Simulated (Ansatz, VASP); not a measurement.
AlN in VASP and in Ansatz

File INCAR:

```
  ALGO = Normal
  EDIFF = 1E-6
  ENCUT = 520
  GGA = PE
  ISIF = 2
  ISMEAR = 0
  LASPH = True
  LCHARG = True
  LELF = True
  LREAL = False
  LVHAR = True
  LWAVE = False
  NBANDS = 11
  NELM = 60
  PREC = Accurate
  SIGMA = 0.02
```

File KPOINTS:

```
k-points
0
Gamma
  10 10 10
```

Contents of POSCAR:

```
AlN
1.0
    0.0000000000      2.1939271020      2.1939271020
    2.1939271020      0.0000000000      2.1939271020
    2.1939271020      2.1939271020      0.0000000000
Al N
1 1
Direct
    0.0000000000      0.0000000000      0.0000000000
    0.7500000000      0.7500000000      0.7500000000
```

Input for Ansatz:

```yaml
crystal:
  lattice:
    - [0.0, 2.193927102, 2.193927102]
    - [2.193927102, 0.0, 2.193927102]
    - [2.193927102, 2.193927102, 0.0]
  atoms:
    - { symbol: Al, position: [0.0, 0.0, 0.0] }
    - { symbol: "N", position: [0.75, 0.75, 0.75] }
basis:
  ecutwfc: 420
kpoints:
  mp_grid: { grid: [10, 10, 10] }
  band_path: { path: [VBM, CBM], npoints: 2 }
hamiltonian:
  xc: pbe
scf:
  occupations: { method: gaussian, width: 0.02 }
output:
  forces: true
  stress: true
  eigenvalues: true
checkpoint:
  read: start.run
  write: ck
  compress: false
  write_wavefunctions: false
  write_every: 100000
```

Alike in both runs: task single point; functional PBE; k mesh 10 × 10 × 10; occupations gaussian, width 0.02 eV; no spin polarisation.

|  | VASP | Ansatz |
| --- | --- | --- |
| version | VASP 6.6.1 | Ansatz 0.2.0 |
| potentials or method | VASP PAW PBE potentials, release 64 (Al, N), cutoff 520 eV | scalar-relativistic, plane waves, PAW |
| valence electrons in the cell | 8 | 8 |

```tsv
	VASP	Ansatz	Ansatz less VASP
gap on the k mesh at the Fermi level (eV)	3.31	3.32	+0.008
least direct gap on the mesh (eV)	4.08	4.07	-0.009
pressure (GPa)	1.8	2.1	+0.29
```
